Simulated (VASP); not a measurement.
A run of VASP 6.6.1 is set up as follows.

The input INCAR:

```
SYSTEM = Ta6HN6
PREC = Accurate
ENCUT = 520
EDIFF = 1E-6
ISMEAR = 0
SIGMA = 0.1
LREAL = .False.
LASPH = .True.
NELM = 80
ALGO = Normal
ISIF = 2
LWAVE = .False.
LCHARG = .False.
GGA = PE
NBANDS = 60
```

File KPOINTS:

```
Automatic mesh
0
Gamma
  5 5 4
  0 0 0.5
```

File POSCAR:

```
Ta6HN6
1.0
    2.6129454195     -4.5257542241      0.0000000000
   -5.2258908391      0.0000000000      0.0000000000
    0.0000000000      0.0000000000     -5.8452938781
Ta N H
6 6 1
Direct
    0.3340572812      0.6674861970      0.2480171446
    0.3401865414      0.6625502853      0.7480173473
    0.6665776235      0.3325268666      0.2480171298
    0.6776428031      0.3374627746      0.7480173333
    0.9964325871      1.0000065323      0.4923561535
    0.9964329684      1.0000065171      0.0036765038
    1.0005247658      0.6060293318      0.4970511480
    1.0005244243      0.6060291610     -0.0010167906
    0.3945019562      0.3939837255      0.4970511797
    0.3945017719      0.3939838695     -0.0010167914
    0.6071952975      0.0000065224      0.4978950467
    0.6071959440      0.0000065178     -0.0018611949
    0.2341602295      0.0000065543      0.7480146598
```

Potentials or basis: VASP PAW PBE potentials, release 64 (Ta_pv, N, H).

Run with:

```bash
$ cat potpaw_PBE.64/Ta_pv/POTCAR potpaw_PBE.64/N/POTCAR potpaw_PBE.64/H/POTCAR > POTCAR
$ mpirun -np 1 vasp_std > vasp.out
```

(1) What does it give for the pressure?

(2) Estimate the largest force.

## Answers

(1) 4.9 GPa.

(2) 0.011 eV/Å.
